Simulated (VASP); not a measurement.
Wanted: the native input for a VASP 6.6.1 run.

| Quantity | Value |
| --- | --- |
| Task | single point |
| Functional | PBE |
| Potentials or basis | VASP PAW PBE potentials, release 64 (Cs_sv, Nb_sv) |
| Cutoff | 520 eV |
| k mesh | 10 × 10 × 10 |
| Occupations | gaussian, width 0.1 eV |
| Spin | no spin polarisation |
| Dipole correction | no |
| Further INCAR settings | ALGO = Fast; EDIFF = 1e-07; NBANDS = 28 |

The structure of Cs3Nb lies in POSCAR:

```
Cs3Nb
1.0
    6.0810220311      0.0000000000      0.0000000000
    0.0000000000      6.0810220311      0.0000000000
    0.0000000000      0.0000000000      6.0810220311
Cs Nb
3 1
Direct
    0.0000000000      0.5000000000      0.5000000000
    0.5000000000      0.0000000000      0.5000000000
    0.5000000000      0.5000000000      0.0000000000
    0.0000000000      0.0000000000      0.0000000000
```

One way to write it, as run:

INCAR

```
ALGO = Fast
EDIFF = 1E-7
ENCUT = 520
GGA = PE
ISIF = 2
ISMEAR = 0
LASPH = True
LCHARG = True
LELF = True
LREAL = False
LVHAR = True
LWAVE = False
NBANDS = 28
NELM = 100
PREC = Accurate
SIGMA = 0.1
```

KPOINTS

```
k-points
0
Gamma
  10 10 10
```

Potentials or basis: VASP PAW PBE potentials, release 64 (Cs_sv, Nb_sv).

Run with:

```console
$ cat potpaw_PBE.64/Cs_sv/POTCAR potpaw_PBE.64/Nb_sv/POTCAR > POTCAR
$ mpirun -np 1 vasp_std > vasp.out
```

Results of the run:

```
Pressure               : 0.0 GPa
Band gap on the k mesh : zero (bands 20 and 21 overlap by 0.34 eV)
```

Caveat: spin-orbit coupling is left out, which moves the levels of the heavy elements.

It took 4.8 min on 1 thread of Intel(R) Xeon(R) 6975P-C (Granite Rapids) (shared host), peak memory 0.53 GiB.
